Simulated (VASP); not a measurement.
SnTe:

```
Te Sn
1.0
     0.00000    3.15085    3.15085
     3.15085    0.00000    3.15085
     3.15085    3.15085    0.00000
Te Sn
1 1
Direct
  0.50000 0.50000 0.50000
  0.00000 0.00000 0.00000
```

```yaml
Program: VASP 6.6.1
Task: relaxation of cell and atoms
Functional: BLYP
Dispersion: D4
Potentials_or_basis: VASP PAW PBE potentials, release 64 (Te, Sn_d)
Cutoff: 600 eV
k_mesh: 7 × 7 × 7
Occupations: fermi-dirac, width 0.05 eV
Spin: no spin polarisation
```

At the start: pressure 1.9 GPa; volume 31.28 Å³/atom.

Question: Where does the relaxation end?

Answer: Over 3 steps the energy falls by 8.0 meV/atom and the volume is 32.71 Å³/atom (+4.6 %); space group Fm-3m (No. 225, to 0.05 Å).

The path:
```tsv
step	energy change (eV)	largest force (eV/Å)	pressure (GPa)	volume (Å³)
1	0.0000	0.0000	1.92	62.56
2	-0.0154	0.0000	-0.30	66.02
3	-0.0160	0.0000	-0.04	65.42
```

Final structure:
```cif
data_structure
_symmetry_space_group_name_H-M 'P 1'
_symmetry_Int_Tables_number 1
_cell_length_a 4.5228
_cell_length_b 4.5228
_cell_length_c 4.5228
_cell_angle_alpha 60.000
_cell_angle_beta 60.000
_cell_angle_gamma 60.000
_cell_volume 65.42
loop_
_atom_site_label
_atom_site_type_symbol
_atom_site_fract_x
_atom_site_fract_y
_atom_site_fract_z
_atom_site_occupancy
Te1 Te 0.50000 0.50000 0.50000 1
Sn1 Sn 0.00000 0.00000 0.00000 1
```

Caveat: the PAW data sets were made with another functional, which shifts forces and pressure a little.
